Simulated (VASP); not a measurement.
# GaP (zinc blende type) (F-43m) in VASP: a series of runs

Aim: see how the results for GaP (zinc blende type) move with the level of theory and the settings. Levels: PBE, r2SCAN, HSE06. Tasks: single point.

All numbers are computed with VASP 6.6.1; they aren't measurements. Logs are shortened: lines on timing, memory, paths and dates and some standing lists are left out, and cuts for length are marked.

## Step 1: The cell of the first run

The structure is cubic, space group F-43m (No. 216). The conventional cell has a = 5.510 Å, b = 5.510 Å, c = 5.510 Å, α = 90.00°, β = 90.00°, γ = 90.00°. Within 3.2 Å of Ga (site symmetry -43m) lie 4 P at 2.39 Å. P (site symmetry -43m) has 4 Ga at 2.39 Å within 3.2 Å.

## Step 2: Single point, PBE

INCAR

```
SYSTEM = GaP
ALGO = Normal ; EDIFF = 1E-6
ENCUT = 520 ; GGA = PE
ISIF = 2 ; ISMEAR = -1
LASPH = .TRUE. ; LCHARG = .FALSE.
LREAL = .FALSE. ; LWAVE = .FALSE.
NBANDS = 16 ; NELM = 80
PREC = Accurate ; SIGMA = 0.02
```

KPOINTS

```
k-points
0
G
  6 6 6
  0 0 0
```

POSCAR

```
GaP
1.0
    0.0000000000      2.7550000000      2.7550000000
    2.7550000000      0.0000000000      2.7550000000
    2.7550000000      2.7550000000      0.0000000000
Ga P
1 1
Direct
    0.0000000000      0.0000000000      0.0000000000
    0.2500000000      0.2500000000      0.2500000000
```

Potentials or basis: VASP PAW PBE potentials, release 64 (Ga_d, P).

Launch:

```bash
cat potpaw_PBE.64/Ga_d/POTCAR potpaw_PBE.64/P/POTCAR > POTCAR
mpirun -np 1 vasp_std > vasp.out
```

OUTCAR:

```text
SYSTEM = GaP
   EDIFF = 1E-6
   ENCUT = 520
   GGA = PE
   ISIF = 2
   ISMEAR = -1
   LASPH = .TRUE.
   LREAL = .FALSE.
   NELM = 80
   PREC = Accurate

 ion  position               nearest neighbor table
   1  0.000  0.000  0.000-   2 2.39   2 2.39   2 2.39   2 2.39
   2  0.250  0.250  0.250-   1 2.39   1 2.39   1 2.39   1 2.39

  LATTYP: Found a face centered cubic cell.
 ALAT       =     5.5100000000

  Lattice vectors:

 A1 = (   0.0000000000,   2.7550000000,   2.7550000000)
 A2 = (   2.7550000000,   0.0000000000,   2.7550000000)
 A3 = (   2.7550000000,   2.7550000000,   0.0000000000)

Analysis of symmetry for initial positions (statically):
=====================================================================
 Subroutine PRICEL returns:
 Original cell was already a primitive cell.

 Routine SETGRP: Setting up the symmetry group for a
 face centered cubic supercell.

 Subroutine GETGRP returns: Found 24 space group operations
 (whereof 24 operations were pure point group operations)
 out of a pool of 48 trial point group operations.

The static configuration has the point symmetry T_d .

Analysis of symmetry for dynamics (positions and initial velocities):
=====================================================================
 Subroutine PRICEL returns:
 Original cell was already a primitive cell.

 Routine SETGRP: Setting up the symmetry group for a
 face centered cubic supercell.

 Subroutine GETGRP returns: Found 24 space group operations
 (whereof 24 operations were pure point group operations)
 out of a pool of 48 trial point group operations.

The dynamic configuration has the point symmetry T_d .

 Subroutine INISYM returns: Found 24 space group operations
 (whereof 24 operations are pure point group operations),
 and found     1 'primitive' translations

----------------------------------------------------------------------------------------

                                     Primitive cell

  volume of cell :      41.8210

  direct lattice vectors                    reciprocal lattice vectors
     0.000000000  2.755000000  2.755000000    -0.181488203  0.181488203  0.181488203
     2.755000000  0.000000000  2.755000000     0.181488203 -0.181488203  0.181488203
     2.755000000  2.755000000  0.000000000     0.181488203  0.181488203 -0.181488203

  length of vectors
     3.896158364  3.896158364  3.896158364     0.314346789  0.314346789  0.314346789

  position of ions in fractional coordinates (direct lattice)
     0.000000000  0.000000000  0.000000000
     0.250000000  0.250000000  0.250000000

  ion indices of the primitive-cell ions
   primitive index   ion index
                 1           1
                 2           2

----------------------------------------------------------------------------------------

 KPOINTS: k-points

Automatic generation of k-mesh.
 Grid dimensions read from file:
 generate k-points for:    6    6    6

 Generating k-lattice:

  Cartesian coordinates                     Fractional coordinates (reciprocal lattice)
    -0.030248034  0.030248034  0.030248034     0.166666667  0.000000000  0.000000000
     0.030248034 -0.030248034  0.030248034     0.000000000  0.166666667  0.000000000
     0.030248034  0.030248034 -0.030248034     0.000000000  0.000000000  0.166666667

  Length of vectors
     0.052391132  0.052391132  0.052391132

  Shift w.r.t. Gamma in fractional coordinates (k-lattice)
     0.000000000  0.000000000  0.000000000

 Subroutine IBZKPT returns following result:
 ===========================================

 Found     16 irreducible k-points:

 Following reciprocal coordinates:
            Coordinates               Weight
  0.000000  0.000000  0.000000      1.000000
  0.166667  0.000000  0.000000      8.000000
  0.333333  0.000000  0.000000      8.000000
  0.500000  0.000000  0.000000      4.000000
  0.166667  0.166667  0.000000      6.000000
  0.333333  0.166667  0.000000     24.000000
[... 8 lines left out ...]
 -0.333333  0.333333  0.166667     24.000000
 -0.333333  0.500000  0.166667     12.000000
   k-points           NKPTS =     16   k-points in BZ     NKDIM =     16   number of bands    NBANDS=     16
   number of dos      NEDOS =    301   number of ions     NIONS =      2
   total plane-waves  NPLWV =  27000
   dimension x,y,z NGX =    30 NGY =   30 NGZ =   30
   dimension x,y,z NGXF=    60 NGYF=   60 NGZF=   60
   ions per type =               1   1
   NGX,Y,Z   is equivalent  to a cutoff of  12.80, 12.80, 12.80 a.u.
   NGXF,Y,Z  is equivalent  to a cutoff of  25.60, 25.60, 25.60 a.u.
 SYSTEM =  GaP
   PREC   = accura    normal or accurate (medium, high low for compatibility)
   ISTART =      0    job   : 0-new  1-cont  2-samecut
   ICHARG =      2    charge: 1-file 2-atom 10-const
   ISPIN  =      1    spin polarized calculation?
   LNONCOLLINEAR =      F non collinear calculations
   LSORBIT =      F    spin-orbit coupling
   LASPH  =      T    aspherical Exc in radial PAW
   ENCUT  =  520.0 eV  38.22 Ry    6.18 a.u.   7.24  7.24  7.24*2*pi/ulx,y,z
   NELM   =     80;   NELMIN=  2; NELMDL= -5     # of ELM steps
   EDIFF  = 0.1E-05   stopping-criterion for ELM
   LREAL  =      F    real-space projection
   EDIFFG = 0.1E-04   stopping-criterion for IOM
   NSW    =      0    number of steps for IOM
   IBRION =     -1    ionic relax: 0-MD 1-quasi-New 2-CG
   NFREE  =      0    steps in history (QN), initial steepest desc. (CG)
   ISIF   =      2    stress and relaxation
   ISYM   =      2    0-nonsym 1-usesym 2-fastsym
   POTIM  = 0.5000    time-step for ionic-motion
   TEBEG  =    0.0;   TEEND  =   0.0 temperature during run
   PSTRESS=    0.0 pullay stress
   NELECT =      18.0000    total number of electrons
   NUPDOWN=      -1.0000    fix difference up-down
   EMIN   =  10.00;   EMAX   =-10.00  energy-range for DOS
   EFERMI =   0.00;   METHOD = LEGACY
   ISMEAR =    -1;   SIGMA  =   0.02  broadening in eV -4-tet -1-fermi 0-gaus
   EFERMI_NEDOS =   21; number of points for ismear=-14 and -15
   IALGO  =     38    algorithm
   IMIX   =      4    mixing-type and parameters
     AMIX     =   0.40;   BMIX     =  1.00
     AMIX_MAG =   1.60;   BMIX_MAG =  1.00
  volume/ion in A,a.u.               =      20.91       141.11
  Fermi-wavevector in a.u.,A,eV,Ry     =   1.236044  2.335785 20.787059  1.527806
  Thomas-Fermi vector in A             =   2.370669
   LORBIT       =      0    0 simple, 1 ext, 2 COOP (PROOUT), +10 PAW based schemes
   GGA     = PE    functional components
   LHFCALC =     F    Hartree Fock is set to
   AEXX    =    0.0000 exact exchange contribution
   IVDW    =     0    specifies the selected vdW correction
   LEPSILON=     F    determine dielectric tensor
   LRPA    =     F    only Hartree local field effects (RPA)
 non-spin polarized calculation
  energy-cutoff  :      520.00
  volume of cell :       41.82
 maximum number of plane-waves:      1158
 NGX is ok and might be reduce to    30
   NGX = 15   NGY = 15   NGZ = 15

 number of electron      18.0000004 magnetization

 Free energy of the ion-electron system (eV)
  ---------------------------------------------------
  ext. energy  EPLUGINS =         0.00000000
  ---------------------------------------------------
  free energy    TOTEN  =        -9.11197415 eV

  energy without entropy =       -9.11197415  energy(sigma->0) =       -9.11197415

 E-fermi :   4.7625     XC(G=0):  -9.6824

 val. band max:        4.3320142702   @ k =   0.0000   0.0000   0.0000
 cond. band min:       5.8884814513   @ k =   0.0000   0.0000   0.0000
 fundamental gap:      1.5564671811
 Fermi energy:         4.7624584660

 k-point     1 :       0.0000    0.0000    0.0000
  band No.  band energies     occupation
      1     -10.1752      2.00000
      2     -10.1752      2.00000
      3     -10.1752      2.00000
      4     -10.0853      2.00000
      5     -10.0853      2.00000
      6      -7.9207      2.00000
[... 8 lines left out ...]
     15      14.0704      0.00000
     16      14.0704      0.00000

 k-point     2 :       0.1667    0.0000    0.0000
  band No.  band energies     occupation
      1     -10.1947      2.00000
      2     -10.1682      2.00000
      3     -10.1682      2.00000
      4     -10.0852      2.00000
      5     -10.0852      2.00000
      6      -7.5798      2.00000
[... 8 lines left out ...]
     15      13.2743      0.00000
     16      14.2452      0.00000

 k-point     3 :       0.3333    0.0000    0.0000
  band No.  band energies     occupation
      1     -10.2299      2.00000
      2     -10.1569      2.00000
      3     -10.1569      2.00000
      4     -10.0820      2.00000
      5     -10.0820      2.00000
      6      -6.6759      2.00000
[... 8 lines left out ...]
     15      13.9199      0.00000
     16      13.9301      0.00000

 k-point     4 :       0.5000    0.0000    0.0000
  band No.  band energies     occupation
      1     -10.2462      2.00000
      2     -10.1529      2.00000
      3     -10.1529      2.00000
      4     -10.0787      2.00000
      5     -10.0787      2.00000
      6      -5.9590      2.00000
[... 8 lines left out ...]
     15      15.9109      0.00000
     16      15.9109      0.00000
[... 172 lines left out ...]
 k-point    14 :       0.5000    0.3333    0.1667
  band No.  band energies     occupation
      1     -10.2517      2.00000
      2     -10.1444      2.00000
      3     -10.1344      2.00000
      4     -10.0975      2.00000
      5     -10.0755      2.00000
      6      -5.9357      2.00000
[... 8 lines left out ...]
     15      15.9538      0.00000
     16      17.3902      0.00000

 k-point    15 :      -0.3333    0.3333    0.1667
  band No.  band energies     occupation
      1     -10.2573      2.00000
      2     -10.1443      2.00000
      3     -10.1284      2.00000
      4     -10.0946      2.00000
      5     -10.0783      2.00000
      6      -5.3270      2.00000
[... 8 lines left out ...]
     15      16.6015      0.00000
     16      16.9142      0.00000

 k-point    16 :      -0.3333    0.5000    0.1667
  band No.  band energies     occupation
      1     -10.2674      2.00000
      2     -10.1343      2.00000
      3     -10.1210      2.00000
      4     -10.1034      2.00000
      5     -10.0734      2.00000
      6      -5.0421      2.00000
[... 8 lines left out ...]
     15      16.0870      0.00000
     16      17.7254      0.00000

------------------------ aborting loop because EDIFF is reached ----------------------------------------

  FORCE on cell =-STRESS in cart. coord.  units (eV):
  Direction    XX          YY          ZZ          XY          YZ          ZX
  --------------------------------------------------------------------------------------
  -------------------------------------------------------------------------------------
  Total       -0.0551267     -0.0551267     -0.0551267      0.0000000     -0.0000000      0.0000000
  in kB       -2.1119209     -2.1119209     -2.1119209      0.0000000     -0.0000000      0.0000000
  external PRESSURE =      -2.1119209 kB  Pullay stress =       0.0000000 kB

 VOLUME and BASIS-vectors are now :
 -----------------------------------------------------------------------------
  energy-cutoff  :      520.00
  volume of cell :       41.82
      direct lattice vectors                 reciprocal lattice vectors
     0.000000000  2.755000000  2.755000000    -0.181488203  0.181488203  0.181488203
     2.755000000  0.000000000  2.755000000     0.181488203 -0.181488203  0.181488203
     2.755000000  2.755000000  0.000000000     0.181488203  0.181488203 -0.181488203

 POSITION                                       TOTAL-FORCE (eV/Angst)
 -----------------------------------------------------------------------------------
      0.00000      0.00000      0.00000        -0.000000     -0.000000     -0.000000
      1.37750      1.37750      1.37750         0.000000      0.000000      0.000000
 -----------------------------------------------------------------------------------
    total drift:                                0.000002      0.000002      0.000002

  FREE ENERGIE OF THE ION-ELECTRON SYSTEM (eV)
  ---------------------------------------------------
  free  energy   TOTEN  =        -9.1119741469 eV

  energy  without entropy=       -9.1119741469  energy(sigma->0) =       -9.11197415
```

Wall time 13 s (1 thread of Intel Xeon Platinum 8259CL at 2.50GHz (Skylake/Cascade Lake), shared host); peak memory 0.16 GiB.

Results:

```yaml
Free_energy: -9.1120 eV
Pressure: -0.2 GPa
Band_gap_on_the_k_mesh: 1.56 eV
```

A k mesh can miss the band edges.

(Part 1 of 2 ends here.)
